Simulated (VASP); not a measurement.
# Mg (Fd-3m) in VASP: single point with PBEsol

Aim: the single point of Mg with PBEsol.

All numbers are computed with VASP 6.6.1; they aren't measurements. Logs are shortened: lines on timing, memory, paths and dates and some standing lists are left out, and cuts for length are marked.

## 1. The cell of the first run

It takes space group Fd-3m (No. 227, cubic). The conventional cell has a = 6.967 Å, b = 6.967 Å, c = 6.967 Å, α = 90.00°, β = 90.00°, γ = 90.00°. Mg (site symmetry -43m) has 4 Mg at 3.02 Å within 4.0 Å.

This isn't the form of Mg at room conditions, which is hcp.

## 2. Single point, PBEsol

The input, INCAR:

```
SYSTEM = Mg
PREC = Accurate
ENCUT = 520
EDIFF = 1E-6
ISMEAR = -1
SIGMA = 0.05
LREAL = .False.
LASPH = .True.
NELM = 80
ALGO = Normal
ISIF = 2
LWAVE = .False.
LCHARG = .True.
GGA = PS
LELF = .True.
LVHAR = .True.
NBANDS = 9
```

The input, KPOINTS:

```
Automatic mesh
0
Gamma
  11 11 11
  0 0 0
```

The input, POSCAR:

```
Mg
1.0
    0.0000000000      3.4835629568      3.4835629568
    3.4835629568      0.0000000000      3.4835629568
    3.4835629568      3.4835629568      0.0000000000
Mg
2
Direct
   -0.1250000000     -0.1250000000     -0.1250000000
    0.1250000000      0.1250000000      0.1250000000
```

Potentials or basis: VASP PAW PBE potentials, release 64 (Mg).

Launch:

```console
$ cat potpaw_PBE.64/Mg/POTCAR > POTCAR
$ mpirun -np 1 vasp_std > vasp.out
```

OUTCAR:

```text
SYSTEM = Mg
   PREC = Accurate
   ENCUT = 520
   EDIFF = 1E-6
   ISMEAR = -1
   LREAL = .False.
   LASPH = .True.
   NELM = 80
   ISIF = 2
   GGA = PS

 ion  position               nearest neighbor table
   1  0.875  0.875  0.875-   2 3.02   2 3.02   2 3.02   2 3.02
   2  0.125  0.125  0.125-   1 3.02   1 3.02   1 3.02   1 3.02

  LATTYP: Found a face centered cubic cell.
 ALAT       =     6.9671259136

  Lattice vectors:

 A1 = (   0.0000000000,   3.4835629568,   3.4835629568)
 A2 = (   3.4835629568,   0.0000000000,   3.4835629568)
 A3 = (   3.4835629568,   3.4835629568,   0.0000000000)

Analysis of symmetry for initial positions (statically):
=====================================================================
 Subroutine PRICEL returns:
 Original cell was already a primitive cell.

 Routine SETGRP: Setting up the symmetry group for a
 face centered cubic supercell.

 Subroutine GETGRP returns: Found 48 space group operations
 (whereof 12 operations were pure point group operations)
 out of a pool of 48 trial point group operations.

The static configuration has the point symmetry D_3d.
 The point group associated with its full space group is O_h .

Analysis of symmetry for dynamics (positions and initial velocities):
=====================================================================
 Subroutine PRICEL returns:
 Original cell was already a primitive cell.

 Routine SETGRP: Setting up the symmetry group for a
 face centered cubic supercell.

 Subroutine GETGRP returns: Found 48 space group operations
 (whereof 12 operations were pure point group operations)
 out of a pool of 48 trial point group operations.

The dynamic configuration has the point symmetry D_3d.
 The point group associated with its full space group is O_h .

 Subroutine INISYM returns: Found 48 space group operations
 (whereof 12 operations are pure point group operations),
 and found     1 'primitive' translations

----------------------------------------------------------------------------------------

                                     Primitive cell

  volume of cell :      84.5475

  direct lattice vectors                    reciprocal lattice vectors
     0.000000000  3.483562957  3.483562957    -0.143531208  0.143531208  0.143531208
     3.483562957  0.000000000  3.483562957     0.143531208 -0.143531208  0.143531208
     3.483562957  3.483562957  0.000000000     0.143531208  0.143531208 -0.143531208

  length of vectors
     4.926501979  4.926501979  4.926501979     0.248603345  0.248603345  0.248603345

  position of ions in fractional coordinates (direct lattice)
     0.875000000  0.875000000  0.875000000
     0.125000000  0.125000000  0.125000000

  ion indices of the primitive-cell ions
   primitive index   ion index
                 1           1
                 2           2

----------------------------------------------------------------------------------------

 KPOINTS: Automatic mesh

Automatic generation of k-mesh.
 Grid dimensions read from file:
 generate k-points for:   11   11   11

 Generating k-lattice:

  Cartesian coordinates                     Fractional coordinates (reciprocal lattice)
    -0.013048292  0.013048292  0.013048292     0.090909091  0.000000000  0.000000000
     0.013048292 -0.013048292  0.013048292     0.000000000  0.090909091  0.000000000
     0.013048292  0.013048292 -0.013048292     0.000000000  0.000000000  0.090909091

  Length of vectors
     0.022600304  0.022600304  0.022600304

  Shift w.r.t. Gamma in fractional coordinates (k-lattice)
     0.000000000  0.000000000  0.000000000

 Subroutine IBZKPT returns following result:
 ===========================================

 Found     56 irreducible k-points:

 Following reciprocal coordinates:
            Coordinates               Weight
  0.000000  0.000000  0.000000      1.000000
  0.090909  0.000000  0.000000      8.000000
  0.181818  0.000000  0.000000      8.000000
  0.272727  0.000000  0.000000      8.000000
  0.363636  0.000000  0.000000      8.000000
  0.454545  0.000000  0.000000      8.000000
[... 16 lines left out ...]
 -0.272727  0.181818  0.000000     24.000000
 -0.181818  0.181818  0.000000     12.000000
 [... further k-points ...]
   k-points           NKPTS =     56   k-points in BZ     NKDIM =     56   number of bands    NBANDS=      9
   number of dos      NEDOS =    301   number of ions     NIONS =      2
   total plane-waves  NPLWV =  64000
   dimension x,y,z NGX =    40 NGY =   40 NGZ =   40
   dimension x,y,z NGXF=    80 NGYF=   80 NGZF=   80
   ions per type =               2
   NGX,Y,Z   is equivalent  to a cutoff of  13.50, 13.50, 13.50 a.u.
   NGXF,Y,Z  is equivalent  to a cutoff of  27.00, 27.00, 27.00 a.u.
 SYSTEM =  Mg
   PREC   = accura    normal or accurate (medium, high low for compatibility)
   ISTART =      0    job   : 0-new  1-cont  2-samecut
   ICHARG =      2    charge: 1-file 2-atom 10-const
   ISPIN  =      1    spin polarized calculation?
   LNONCOLLINEAR =      F non collinear calculations
   LSORBIT =      F    spin-orbit coupling
   LASPH  =      T    aspherical Exc in radial PAW
   ENCUT  =  520.0 eV  38.22 Ry    6.18 a.u.   9.16  9.16  9.16*2*pi/ulx,y,z
   NELM   =     80;   NELMIN=  2; NELMDL= -5     # of ELM steps
   EDIFF  = 0.1E-05   stopping-criterion for ELM
   LREAL  =      F    real-space projection
   EDIFFG = 0.1E-04   stopping-criterion for IOM
   NSW    =      0    number of steps for IOM
   IBRION =     -1    ionic relax: 0-MD 1-quasi-New 2-CG
   NFREE  =      0    steps in history (QN), initial steepest desc. (CG)
   ISIF   =      2    stress and relaxation
   ISYM   =      2    0-nonsym 1-usesym 2-fastsym
   POTIM  = 0.5000    time-step for ionic-motion
   TEBEG  =    0.0;   TEEND  =   0.0 temperature during run
   PSTRESS=    0.0 pullay stress
   NELECT =       4.0000    total number of electrons
   NUPDOWN=      -1.0000    fix difference up-down
   EMIN   =  10.00;   EMAX   =-10.00  energy-range for DOS
   EFERMI =   0.00;   METHOD = LEGACY
   ISMEAR =    -1;   SIGMA  =   0.05  broadening in eV -4-tet -1-fermi 0-gaus
   EFERMI_NEDOS =   21; number of points for ismear=-14 and -15
   IALGO  =     38    algorithm
   IMIX   =      4    mixing-type and parameters
     AMIX     =   0.40;   BMIX     =  1.00
     AMIX_MAG =   1.60;   BMIX_MAG =  1.00
  volume/ion in A,a.u.               =      42.27       285.28
  Fermi-wavevector in a.u.,A,eV,Ry     =   0.592099  1.118905  4.769951  0.350582
  Thomas-Fermi vector in A             =   1.640783
   LORBIT       =      0    0 simple, 1 ext, 2 COOP (PROOUT), +10 PAW based schemes
   GGA     = PS    functional components
   LHFCALC =     F    Hartree Fock is set to
   AEXX    =    0.0000 exact exchange contribution
   IVDW    =     0    specifies the selected vdW correction
   LEPSILON=     F    determine dielectric tensor
   LRPA    =     F    only Hartree local field effects (RPA)
 non-spin polarized calculation
  energy-cutoff  :      520.00
  volume of cell :       84.55
 maximum number of plane-waves:      2289
 NGX is ok and might be reduce to    40
   NGX = 19   NGY = 19   NGZ = 19

 number of electron       4.0000000 magnetization

 Free energy of the ion-electron system (eV)
  ---------------------------------------------------
  ext. energy  EPLUGINS =         0.00000000
  ---------------------------------------------------
  free energy    TOTEN  =        -1.76813769 eV

  energy without entropy =       -1.75635725  energy(sigma->0) =       -1.76224747

 E-fermi :  -0.0634     XC(G=0):  -6.6265

 val. band max:       -0.0756570430   @ k =  -0.3636   0.4545   0.1818
 cond. band min:      -0.0548042373   @ k =   0.2727   0.0000   0.0000
 fundamental gap:      0.0208528057
 Fermi energy:        -0.0634431671

 k-point     1 :       0.0000    0.0000    0.0000
  band No.  band energies     occupation
      1      -4.8928      2.00000
      2       3.0016      0.00000
      3       3.0016      0.00000
      4       3.0016      0.00000
      5       4.0542      0.00000
      6       4.0542      0.00000
      7       4.0542      0.00000
      8       5.3089      0.00000
      9       6.3900      0.00000

 k-point     2 :       0.0909    0.0000    0.0000
  band No.  band energies     occupation
      1      -4.8210      2.00000
      2       2.2483      0.00000
      3       2.8487      0.00000
      4       2.8487      0.00000
      5       4.1615      0.00000
      6       4.2665      0.00000
      7       4.2665      0.00000
      8       5.7345      0.00000
      9       6.5833      0.00000

 k-point     3 :       0.1818    0.0000    0.0000
  band No.  band energies     occupation
      1      -4.6071      2.00000
      2       1.0775      0.00000
      3       2.5901      0.00000
      4       2.5901      0.00000
      5       3.9933      0.00000
      6       4.5834      0.00000
      7       4.5834      0.00000
      8       6.2795      0.00000
      9       6.2795      0.00000

 k-point     4 :       0.2727    0.0000    0.0000
  band No.  band energies     occupation
      1      -4.2579      2.00000
      2      -0.0548      0.91382
      3       2.3768      0.00000
      4       2.3768      0.00000
      5       3.7832      0.00000
      6       4.5690      0.00000
      7       4.5690      0.00000
      8       6.5912      0.00000
      9       6.6340      0.00000
[... 205 lines left out ...]
 k-point    22 :      -0.3636    0.1818    0.0000
  band No.  band energies     occupation
      1      -3.2207      2.00000
      2      -1.4038      2.00000
      3       0.5344      0.00001
      4       1.8867      0.00000
      5       3.5182      0.00000
      6       5.0453      0.00000
      7       5.1966      0.00000
      8       7.0273      0.00000
      9       7.2451      0.00000

 k-point    23 :      -0.2727    0.1818    0.0000
  band No.  band energies     occupation
      1      -3.7133      2.00000
      2      -0.5758      1.99993
      3       0.5335      0.00001
      4       2.1937      0.00000
      5       3.8755      0.00000
      6       4.9950      0.00000
      7       5.1953      0.00000
      8       6.0491      0.00000
      9       6.4149      0.00000

 k-point    24 :      -0.1818    0.1818    0.0000
  band No.  band energies     occupation
      1      -4.1393      2.00000
      2       0.2921      0.00163
      3       0.8014      0.00000
      4       2.5290      0.00000
      5       4.2875      0.00000
      6       4.8107      0.00000
      7       5.0528      0.00000
      8       5.5794      0.00000
      9       5.8397      0.00000

 [... further k-points ...]

------------------------ aborting loop because EDIFF is reached ----------------------------------------

  FORCE on cell =-STRESS in cart. coord.  units (eV):
  Direction    XX          YY          ZZ          XY          YZ          ZX
  --------------------------------------------------------------------------------------
  -------------------------------------------------------------------------------------
  Total       -0.4550749     -0.4550749     -0.4550749      0.0000000     -0.0000000      0.0000000
  in kB       -8.6236774     -8.6236774     -8.6236774      0.0000000     -0.0000000      0.0000000
  external PRESSURE =      -8.6236774 kB  Pullay stress =       0.0000000 kB

 VOLUME and BASIS-vectors are now :
 -----------------------------------------------------------------------------
  energy-cutoff  :      520.00
  volume of cell :       84.55
      direct lattice vectors                 reciprocal lattice vectors
     0.000000000  3.483562957  3.483562957    -0.143531208  0.143531208  0.143531208
     3.483562957  0.000000000  3.483562957     0.143531208 -0.143531208  0.143531208
     3.483562957  3.483562957  0.000000000     0.143531208  0.143531208 -0.143531208

 POSITION                                       TOTAL-FORCE (eV/Angst)
 -----------------------------------------------------------------------------------
      6.09624      6.09624      6.09624         0.000000     -0.000000      0.000000
      0.87089      0.87089      0.87089        -0.000000      0.000000     -0.000000
 -----------------------------------------------------------------------------------
    total drift:                               -0.000000     -0.000000     -0.000000

  FREE ENERGIE OF THE ION-ELECTRON SYSTEM (eV)
  ---------------------------------------------------
  free  energy   TOTEN  =        -1.7681376882 eV

  energy  without entropy=       -1.7563572463  energy(sigma->0) =       -1.76224747
```

Run time: 31 s. Hardware: 1 thread of Intel Xeon Platinum 8259CL at 2.50GHz (Skylake/Cascade Lake), shared host; peak memory 0.24 GiB.

Results:

* Free energy: -1.7681 eV
* Pressure: -0.9 GPa
* Band gap on the k mesh: zero (bands 2 and 3 overlap by 3.50 eV)

Levels at points of the mesh, in eV from the Fermi level:
| k point | band 1 | band 2 | band 3 | band 4 | band 5 |
| --- | --- | --- | --- | --- | --- |
| (0.00, 0.00, 0.00) | -4.83 | 3.07 | 3.07 | 3.07 | 4.12 |

Caveat: the PAW data sets were made with another functional, which shifts forces and pressure a little.

The gap in the log of VASP goes by the Fermi energy; the results here count the filled bands.